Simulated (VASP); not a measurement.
Runs of VASP 6.6.1 on Pt. The structure is that of space group Pm-3m (No. 221), or close to it. The cells are those of the table. 

```tsv
task	cell	cutoff (eV)	gap on the mesh (eV)	pressure (GPa)
single point	a = 2.590 Å, 1 atom	520	none	-0.4
single point	a = 2.441 Å, 1 atom	520	none	(a)
relaxation of cell and atoms	relaxed to 40 GPa from a = 2.550 Å, 1 atom	600	none	40.1
relaxation of cell and atoms	relaxed from a = 2.550 Å, 1 atom	600	none	0.0
relaxation of cell and atoms	relaxed to 20 GPa from a = 2.550 Å, 1 atom	600	none	20.1
```

Alike in all rows: level PBEsol; potentials or basis VASP PAW PBE potentials, release 64 (Pt); no spin polarisation; k mesh 9 × 9 × 9; smearing methfessel-paxton 0.05 eV.

Task: Estimate the missing entries.

Result: (a) 59.4.

Caveats: the PAW data sets were made with another functional, which shifts forces and pressure a little; spin-orbit coupling is left out, which moves the levels of the heavy elements; the cell is relaxed towards a set pressure, so the enthalpy falls and the energy may rise (some runs).

A k mesh can miss the band edges, and the runs leave out spin-orbit coupling on Pt.

A gap of «none» marks levels without a gap at the run's occupations.
